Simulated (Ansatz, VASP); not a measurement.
# Tc in VASP and in Ansatz

INCAR

```
PREC = Accurate ; ENCUT = 520
EDIFF = 1E-6 ; ISMEAR = -1
SIGMA = 0.05 ; LREAL = False
LASPH = True ; NELM = 150
ALGO = Normal ; ISIF = 2
LWAVE = False ; LCHARG = True
MAGMOM = 0 0 0 ; LORBIT = 11
LSORBIT = True ; GGA_COMPAT = False
LORBMOM = True ; LMAXMIX = 4
LDAU = True ; LDAUTYPE = 2
LDAUL = 2 ; LDAUU = 8
LDAUJ = 0 ; LDAUPRINT = 1
GGA = PE ; LVHAR = True
NBANDS = 24
```

KPOINTS

```
Automatic mesh
0
Gamma
  9 9 9
```

File POSCAR:

```
Tc
1.0
    0.0000000000      1.9236454180      1.9236454180
    1.9236454180      0.0000000000      1.9236454180
    1.9236454180      1.9236454180      0.0000000000
Tc
1
Direct
    0.0000000000      0.0000000000      0.0000000000
```

File input.yaml:

```yaml
crystal:
  lattice:
    - [0.0, 1.923645418, 1.923645418]
    - [1.923645418, 0.0, 1.923645418]
    - [1.923645418, 1.923645418, 0.0]
  atoms:
    - { symbol: Tc, position: [0.0, 0.0, 0.0] }
kpoints:
  mp_grid: { grid: [9, 9, 9] }
scf:
  occupations: { method: fermi_dirac, width: 0.05 }
hamiltonian:
  xc: pbe
  pseudopotentials: { kind: all_electron, lapw: { basis_error: 0.0005 } }
  hubbard:
    sites: [{ species: Tc, l: d, u_eff: 8 }]
    double_counting: fll
    projectors: ortho-atomic
magnetization:
  noncollinear: true
  spin_orbit: true
output:
  forces: true
  stress: true
  eigenvalues: true
  hubbard: {}
```

Change from the starting cell: volume scaled by 0.96.

Alike in both runs: task single point; functional PBE; k mesh 9 × 9 × 9; occupations fermi-dirac, width 0.05 eV; non-collinear spin, spin-orbit coupling; Hubbard terms Tc d U = 8.0 eV.

|  | VASP | Ansatz |
| --- | --- | --- |
| version | VASP 6.6.1 | Ansatz 0.2.0 |
| potentials or method | VASP PAW PBE potentials, release 64 (Tc_pv), cutoff 520 eV | all-electron LAPW, relativistic spinors |

VASP gave:

```
pressure (GPa) : 18.0
```

**Question.** Which values does Ansatz return?

**Answer.** Pressure (GPa): 55.5.

The programs project onto different local orbitals, so the same U acts differently, and such runs can settle in different states. Ansatz ran all-electron here, and VASP with PAW potentials.

Noted on Ansatz's run: U is the effective U less J, on atomic orbitals that reach past the spheres; the k mesh is thin for a metal, which can move the energy by tens of meV per atom.
